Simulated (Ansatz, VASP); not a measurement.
**One calculation of Ge, two programs**

Contents of INCAR:

```
SYSTEM = Ge
ALGO = Normal
EDIFF = 1E-8
ENCUT = 520
GGA = PE
ISIF = 2
ISMEAR = -1
LASPH = .True.
LCHARG = .False.
LEFG = .True.
LREAL = .False.
LWAVE = .False.
NBANDS = 21
NELM = 60
PREC = Accurate
SIGMA = 0.02
```

Contents of KPOINTS:

```
k-points
0
Gamma
  13 13 13
  0 0 0
```

Contents of POSCAR:

```
Ge
1.0
    0.0000000000      2.8286750000      2.8286750000
    2.8286750000      0.0000000000      2.8286750000
    2.8286750000      2.8286750000      0.0000000000
Ge
2
Direct
    0.0000000000      0.0000000000      0.0000000000
    0.2500000000      0.2500000000      0.2500000000
```

Input for Ansatz:

```yaml
crystal:
  lattice:
    - [0.0, 2.828675, 2.828675]
    - [2.828675, 0.0, 2.828675]
    - [2.828675, 2.828675, 0.0]
  atoms:
    - { symbol: Ge, position: [0.0, 0.0, 0.0] }
    - { symbol: Ge, position: [0.25, 0.25, 0.25] }
kpoints:
  mp_grid: { grid: [13, 13, 13] }
scf:
  occupations: { method: fermi_dirac, width: 0.02 }
hamiltonian:
  xc: pbe
  pseudopotentials: { kind: paw }
output:
  forces: true
  stress: true
  populations: true
  efg: { quadrupole_moments_barn: { Ge: -0.196 }, contact_densities: true }
```

Alike in both runs: task electric field gradients; functional PBE; k mesh 13 × 13 × 13; occupations fermi-dirac, width 0.02 eV; no spin polarisation.

|  | VASP | Ansatz |
| --- | --- | --- |
| version | VASP 6.6.1 | Ansatz 0.2.0 |
| potentials or method | VASP PAW PBE potentials, release 64 (Ge_d) | plane-wave PAW, scalar-relativistic |
| plane-wave cutoff (eV) | 520 | 420 |
| valence electrons in the cell | 28 | 28 |

```tsv
	VASP	Ansatz	Ansatz less VASP
pressure (GPa)	3.6	3.7	+0.06
```
